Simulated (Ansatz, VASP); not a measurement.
# Si in VASP and in Ansatz

INCAR

```
SYSTEM = Si
PREC     = Accurate       ! precision mode
ENCUT    = 520            ! plane-wave cutoff, eV
EDIFF    = 1E-6           ! SCF threshold, eV
ISMEAR   = 0              ! smearing method
SIGMA    = 0.01           ! smearing width, eV
LREAL    = .False.        ! projectors in reciprocal space
LASPH    = .True.         ! aspherical terms in the spheres
NELM     = 100            ! most SCF steps
ALGO     = Normal         ! electronic algorithm
ISIF     = 2              ! what is computed and relaxed
LWAVE    = .False.        ! write WAVECAR
LCHARG   = .False.        ! write CHGCAR
NBANDS   = 11             ! bands
```

KPOINTS

```
regular mesh
0
Gamma
  8 8 8
  0 0 0
```

Contents of POSCAR:

```
Si
1.0
    0.0000000000      2.6405785000      2.6405785000
    2.6405785000      0.0000000000      2.6405785000
    2.6405785000      2.6405785000      0.0000000000
Si
2
Direct
    0.0000000000      0.0000000000      0.0000000000
    0.2500000000      0.2500000000      0.2500000000
```

Input for Ansatz:

```yaml
crystal:
  atoms:
  - position: [0.0, 0.0, 0.0]
    symbol: Si
  - position: [0.25, 0.25, 0.25]
    symbol: Si
  lattice:
  - [0.0, 2.6405785, 2.6405785]
  - [2.6405785, 0.0, 2.6405785]
  - [2.6405785, 2.6405785, 0.0]
hamiltonian:
  dispersion: none
  pseudopotentials:
    kind: all_electron
    lapw: {}
    relativity: scalar
  xc: lda
kpoints:
  mp_grid:
    grid: [8, 8, 8]
    shift: [0, 0, 0]
magnetization: {spin_polarized: false}
output: {forces: true, stress: true}
scf:
  occupations: {method: fixed}
```

Alike in both runs: task single point; functional LDA; k mesh 8 × 8 × 8; no spin polarisation.

|  | VASP | Ansatz |
| --- | --- | --- |
| version | VASP 6.6.1 | Ansatz 0.2 development build |
| potentials or method | VASP PAW LDA potentials, release 64 (Si), cutoff 520 eV | all-electron full-potential LAPW, scalar-relativistic |
| occupations | gaussian, width 0.01 eV | fixed |

|  | VASP | Ansatz | Ansatz less VASP |
| --- | --- | --- | --- |
| gap on the k mesh at the Fermi level (eV) | 0.38 | 0.38 | +0.005 |
| pressure (GPa) | 7.6 | 7.5 | -0.17 |

LDA's correlation is that of Perdew and Zunger in VASP and of Perdew and Wang (1992) in Ansatz. Ansatz ran all-electron here, and VASP with PAW potentials.
